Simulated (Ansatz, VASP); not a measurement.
## WS2 in VASP and in Ansatz

File INCAR:

```
SYSTEM = WS2
PREC = Accurate
ENCUT = 520
EDIFF = 1E-6
ISMEAR = 0
SIGMA = 0.01
LREAL = .FALSE.
LASPH = .TRUE.
NELM = 60
ALGO = Normal
ISIF = 2
LWAVE = .FALSE.
LCHARG = .FALSE.
LDIPOL = .TRUE.
IDIPOL = 3
DIPOL = 0.5 0.5 0.500
GGA = PE
IBRION = 2
NSW = 80
EDIFFG = -0.003
```

File KPOINTS:

```
regular mesh
0
G
  12 12 1
  0 0 0
```

Contents of POSCAR:

```
WS2
1.0
    3.1530000000      0.0000000000      0.0000000000
   -1.5765000000      2.7305780981      0.0000000000
    0.0000000000      0.0000000000     20.0000000000
W S
1 2
Direct
    0.3333333333      0.6666666667      0.5000000000
    0.6666666667      0.3333333333      0.5785000000
    0.6666666667      0.3333333333      0.4215000000
```

Input for Ansatz:

```yaml
crystal:
  lattice:
    - [3.153, 0.0, 0.0]
    - [-1.5765, 2.7305780981, 0.0]
    - [0.0, 0.0, 20.0]
  atoms:
    - { symbol: W, position: [0.3333333333, 0.6666666667, 0.5] }
    - { symbol: S, position: [0.6666666667, 0.3333333333, 0.5785] }
    - { symbol: S, position: [0.6666666667, 0.3333333333, 0.4215] }
  periodic: [true, true, false]
scf:
  occupations: { method: fixed }
output:
  forces: true
  stress: true
  eigenvalues: true
  write_density: true
  write_potential: true
  elf: true
  volumetric_format: npy
kpoints:
  mp_grid: { grid: [12, 12, 1] }
relax:
  f_tol: 0.003
  max_steps: 60
```

Alike in both runs: task relaxation of the atoms; functional PBE; k mesh 12 × 12 × 1; no spin polarisation.

|  | VASP | Ansatz |
| --- | --- | --- |
| version | VASP 6.6.1 | Ansatz 0.2.0 |
| potentials or method | VASP PAW PBE potentials, release 64 (W_sv, S) | scalar-relativistic, plane waves, PAW |
| plane-wave cutoff (eV) | 520 | 420 |
| occupations | gaussian, width 0.01 eV | fixed |
| valence electrons in the cell | 26 | 26 |

|  | VASP | Ansatz | Ansatz less VASP |
| --- | --- | --- | --- |
| gap on the k mesh at the Fermi level, each at its own relaxed structure (eV) | 1.96 | 1.96 | +0.001 |

Ansatz's warnings: slab cell height set, stress scf threshold loose.

Neither program's run includes spin-orbit coupling.
